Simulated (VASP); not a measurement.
**Pb: single point with PBEsol**

Pb:

```
Pb
1.0
     0.00000    2.45841    2.45841
     2.45841    0.00000    2.45841
     2.45841    2.45841    0.00000
Pb
1
Direct
  0.00000 0.00000 0.00000
```

This cell differs from its parent crystal: volume scaled by 0.98.

- Program: VASP 6.6.1
- Task: single point
- Functional: PBEsol
- Potentials or basis: VASP PAW PBE potentials, release 64 (Pb_d)
- Cutoff: 520 eV
- k mesh: 9 × 9 × 9
- Occupations: fermi-dirac, width 0.05 eV
- Spin: no spin polarisation
- Dipole correction: no
- Further INCAR settings: ALGO = Normal; EDIFF = 1e-06; NBANDS = 13

| Item | Value |
| --- | --- |
| Pressure | 0.3 GPa |
| Band gap on the k mesh | zero (band 7 reaches 14.90 eV, above the bottom of band 8 at 5.73 eV) |

Levels at points of the mesh, in eV from the Fermi level:
```tsv
k point	band 4	band 5	band 6	band 7	band 8	band 9	band 10	band 11
(0.00, 0.00, 0.00)	-16.69	-16.69	-11.75	7.73	7.73	7.73	9.94	11.74
```

It took 5.1 s on 1 thread of Intel(R) Xeon(R) 6975P-C (Granite Rapids), with other jobs on the host, peak memory 0.15 GiB.

Caveat: the PAW data sets were made with another functional, which shifts forces and pressure a little; spin-orbit coupling is left out, which moves the levels of the heavy elements.
